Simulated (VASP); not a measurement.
# Sn (Im-3m) in VASP: single point with LDA

Aim: the single point of Sn with LDA.

Everything below comes from runs of VASP 6.6.1. Logs are shortened: lines on timing, memory, paths and dates and some standing lists are left out, and cuts for length are marked.

## (1) The cell of the first run

Symmetry: Im-3m, No. 229, cubic system. The conventional cell has a = 3.715 Å, b = 3.715 Å, c = 3.715 Å, α = 90.00°, β = 90.00°, γ = 90.00°. Sn (site symmetry m-3m) has 14 Sn at 3.22 to 3.72 Å within 4.2 Å.

## (2) Single point, LDA

INCAR

```
PREC = Accurate
ENCUT = 520
EDIFF = 1E-7
ISMEAR = -1
SIGMA = 0.13605693000000002
LREAL = False
LASPH = True
NELM = 80
ALGO = Normal
ISIF = 2
LWAVE = False
LCHARG = False
GGA = CA
NBANDS = 13
```

KPOINTS

```
Automatic mesh
0
Gamma
  12 12 12
```

POSCAR

```
Sn
1.0
   -1.8576503262      1.8576503262      1.8576503262
    1.8576503262     -1.8576503262      1.8576503262
    1.8576503262      1.8576503262     -1.8576503262
Sn
1
Direct
    0.0000000000      0.0000000000      0.0000000000
```

Potentials or basis: VASP PAW LDA potentials, release 64 (Sn_d).

The run is started by

```bash
cat potpaw_LDA.64/Sn_d/POTCAR > POTCAR
mpirun -np 1 vasp_std > vasp.out
```

OUTCAR:

```text
PREC = Accurate
   ENCUT = 520
   EDIFF = 1E-7
   ISMEAR = -1
   LREAL = False
   LASPH = True
   NELM = 80
   ISIF = 2
   GGA = CA

 ion  position               nearest neighbor table
   1  0.000  0.000  0.000-

  LATTYP: Found a body centered cubic cell.
 ALAT       =     3.7153006524

  Lattice vectors:

 A1 = (  -1.8576503262,   1.8576503262,   1.8576503262)
 A2 = (   1.8576503262,  -1.8576503262,   1.8576503262)
 A3 = (   1.8576503262,   1.8576503262,  -1.8576503262)

Analysis of symmetry for initial positions (statically):
=====================================================================
 Subroutine PRICEL returns:
 Original cell was already a primitive cell.

 Routine SETGRP: Setting up the symmetry group for a
 body centered cubic supercell.

 Subroutine GETGRP returns: Found 48 space group operations
 (whereof 48 operations were pure point group operations)
 out of a pool of 48 trial point group operations.

The static configuration has the point symmetry O_h .

Analysis of symmetry for dynamics (positions and initial velocities):
=====================================================================
 Subroutine PRICEL returns:
 Original cell was already a primitive cell.

 Routine SETGRP: Setting up the symmetry group for a
 body centered cubic supercell.

 Subroutine GETGRP returns: Found 48 space group operations
 (whereof 48 operations were pure point group operations)
 out of a pool of 48 trial point group operations.

The dynamic configuration has the point symmetry O_h .

 Subroutine INISYM returns: Found 48 space group operations
 (whereof 48 operations are pure point group operations),
 and found     1 'primitive' translations

----------------------------------------------------------------------------------------

                                     Primitive cell

  volume of cell :      25.6420

  direct lattice vectors                    reciprocal lattice vectors
    -1.857650326  1.857650326  1.857650326     0.000000000  0.269157221  0.269157221
     1.857650326 -1.857650326  1.857650326     0.269157221  0.000000000  0.269157221
     1.857650326  1.857650326 -1.857650326     0.269157221  0.269157221  0.000000000

  length of vectors
     3.217544748  3.217544748  3.217544748     0.380645793  0.380645793  0.380645793

  position of ions in fractional coordinates (direct lattice)
     0.000000000  0.000000000  0.000000000
[... 75 lines left out ...]
   NELM   =     80;   NELMIN=  2; NELMDL= -5     # of ELM steps
   EDIFF  = 0.1E-06   stopping-criterion for ELM
   LREAL  =      F    real-space projection
   EDIFFG = 0.1E-05   stopping-criterion for IOM
   NSW    =      0    number of steps for IOM
   IBRION =     -1    ionic relax: 0-MD 1-quasi-New 2-CG
   NFREE  =      0    steps in history (QN), initial steepest desc. (CG)
   ISIF   =      2    stress and relaxation
   ISYM   =      2    0-nonsym 1-usesym 2-fastsym
   POTIM  = 0.5000    time-step for ionic-motion
   TEBEG  =    0.0;   TEEND  =   0.0 temperature during run
   PSTRESS=    0.0 pullay stress
   NELECT =      14.0000    total number of electrons
   NUPDOWN=      -1.0000    fix difference up-down
   EMIN   =  10.00;   EMAX   =-10.00  energy-range for DOS
   EFERMI =   0.00;   METHOD = LEGACY
   ISMEAR =    -1;   SIGMA  =   0.14  broadening in eV -4-tet -1-fermi 0-gaus
   EFERMI_NEDOS =   21; number of points for ismear=-14 and -15
   IALGO  =     38    algorithm
   IMIX   =      4    mixing-type and parameters
     AMIX     =   0.40;   BMIX     =  1.00
     AMIX_MAG =   1.60;   BMIX_MAG =  1.00
  volume/ion in A,a.u.               =      25.64       173.04
  Fermi-wavevector in a.u.,A,eV,Ry     =   1.338033  2.528516 24.358956  1.790333
  Thomas-Fermi vector in A             =   2.466535
   LORBIT       =      0    0 simple, 1 ext, 2 COOP (PROOUT), +10 PAW based schemes
   GGA     = CA    functional components
   LHFCALC =     F    Hartree Fock is set to
   AEXX    =    0.0000 exact exchange contribution
   IVDW    =     0    specifies the selected vdW correction
   LEPSILON=     F    determine dielectric tensor
   LRPA    =     F    only Hartree local field effects (RPA)
 non-spin polarized calculation
  energy-cutoff  :      520.00
  volume of cell :       25.64
 maximum number of plane-waves:       712
   NGX = 11   NGY = 11   NGZ = 11

 number of electron      13.9999994 magnetization

 Free energy of the ion-electron system (eV)
  ---------------------------------------------------
  ext. energy  EPLUGINS =         0.00000000
  ---------------------------------------------------
  free energy    TOTEN  =        -4.45988824 eV

  energy without entropy =       -4.42740007  energy(sigma->0) =       -4.44364416

 E-fermi :   8.5653     XC(G=0): -10.8820

 val. band max:        8.5289243426   @ k =  -0.4167   0.4167   0.4167
 cond. band min:       8.6171416948   @ k =   0.1667   0.1667   0.0833
 fundamental gap:      0.0882173522
 Fermi energy:         8.5652932103

 k-point     1 :       0.0000    0.0000    0.0000
  band No.  band energies     occupation
      1     -12.9552      2.00000
      2     -12.9552      2.00000
      3     -12.9552      2.00000
      4     -12.7871      2.00000
      5     -12.7871      2.00000
      6      -2.9959      2.00000
      7      16.9222      0.00000
      8      16.9222      0.00000
      9      16.9222      0.00000
     10      20.8697      0.00000
     11      20.8697      0.00000
     12      20.8697      0.00000
     13      21.7822      0.00000
[... 354 lines left out ...]
  band No.  band energies     occupation
      1     -12.9965      2.00000
      2     -12.9238      2.00000
      3     -12.7958      2.00000
      4     -12.7933      2.00000
      5     -12.7151      2.00000
      6       2.2450      2.00000
      7       4.2070      2.00000
      8      10.4595      0.00000
      9      11.9732      0.00000
     10      19.3477      0.00000
     11      19.7477      0.00000
     12      24.4577      0.00000
     13      25.1868      0.00000

 [... further k-points ...]
[... 5 lines left out ...]
  --------------------------------------------------------------------------------------
  -------------------------------------------------------------------------------------
  Total       -0.0754090     -0.0754090     -0.0754090      0.0000000      0.0000000      0.0000000
  in kB       -4.7117481     -4.7117481     -4.7117481      0.0000000      0.0000000      0.0000000
  external PRESSURE =      -4.7117481 kB  Pullay stress =       0.0000000 kB

 VOLUME and BASIS-vectors are now :
 -----------------------------------------------------------------------------
  energy-cutoff  :      520.00
  volume of cell :       25.64
      direct lattice vectors                 reciprocal lattice vectors
    -1.857650326  1.857650326  1.857650326     0.000000000  0.269157221  0.269157221
     1.857650326 -1.857650326  1.857650326     0.269157221  0.000000000  0.269157221
     1.857650326  1.857650326 -1.857650326     0.269157221  0.269157221  0.000000000

 POSITION                                       TOTAL-FORCE (eV/Angst)
 -----------------------------------------------------------------------------------
      0.00000      0.00000      0.00000        -0.000000      0.000000     -0.000000
 -----------------------------------------------------------------------------------
    total drift:                                0.000000      0.000000      0.000000

  FREE ENERGIE OF THE ION-ELECTRON SYSTEM (eV)
  ---------------------------------------------------
  free  energy   TOTEN  =        -4.4598882434 eV

  energy  without entropy=       -4.4274000740  energy(sigma->0) =       -4.44364416
```

Wall time 7.4 s (1 thread of Intel Xeon 6975P-C, shared host); peak memory 0.14 GiB.

What came out:

- Free energy: -4.4599 eV
- Pressure: -0.5 GPa
- Band gap on the k mesh: zero (band 7 reaches 16.92 eV, above the bottom of band 8 at 5.91 eV)

Levels at points of the mesh, in eV from the Fermi level:
```
           k point  band 4  band 5  band 6  band 7  band 8  band 9  band 10  band 11
(0.00, 0.00, 0.00)  -21.35  -21.35  -11.56    8.36    8.36    8.36    12.30    12.30
(0.50, 0.00, 0.00)  -21.36  -21.25   -6.56   -4.72    3.71    5.59     8.35     8.54
(0.50, 0.50, 0.50)  -21.28  -21.28   -2.29   -0.58   -0.58   -0.58     3.92     3.92
```

Caveat: spin-orbit coupling is left out, which moves the levels of the heavy elements.
